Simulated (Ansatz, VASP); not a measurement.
**Two plane-wave programs on SiO2**

```
Si O
1.0
     4.42288    0.00000    0.00000
     0.00000    4.42288    0.00000
     0.00000    0.00000    2.56571
Si O
2 4
Direct
  0.50000 0.50000 0.50000
  0.00000 0.00000 0.00000
  0.69301 0.69301 0.00000
  0.19301 0.80699 0.50000
  0.30699 0.30699 0.00000
  0.80699 0.19301 0.50000
```

Alike in both runs: task single point; functional PBE; k mesh 6 × 6 × 10; occupations gaussian, width 0.05 eV; no spin polarisation.

|  | VASP | Ansatz |
| --- | --- | --- |
| version | VASP 6.6.1 | Ansatz 0.2.0 |
| potentials or method | VASP PAW PBE potentials, release 64 (Si, O), cutoff 520 eV | scalar-relativistic, plane waves, PAW |
| valence electrons in the cell | 32 | 32 |

Ansatz gave:

```
gap on the k mesh at the Fermi level (eV)                     : 4.65
least direct gap on the mesh (eV)                             : 4.65
pressure (GPa)                                                : -5.1
traceless stress, the component that is largest in VASP (GPa) : 25.41
rms of the force components (eV/Å)                            : 0.498
```

Question: Estimate VASP's values.

Answer: gap on the k mesh at the Fermi level (eV): 4.62; least direct gap on the mesh (eV): 4.62; pressure (GPa): -4.8; traceless stress, the component that is largest in VASP (GPa): 26.07; rms of the force components (eV/Å): 0.479.

Atom by atom the forces differ by 0.019 eV/Å (rms over components). With one functional, cell and mesh, what is left measures potentials, basis and numerics.
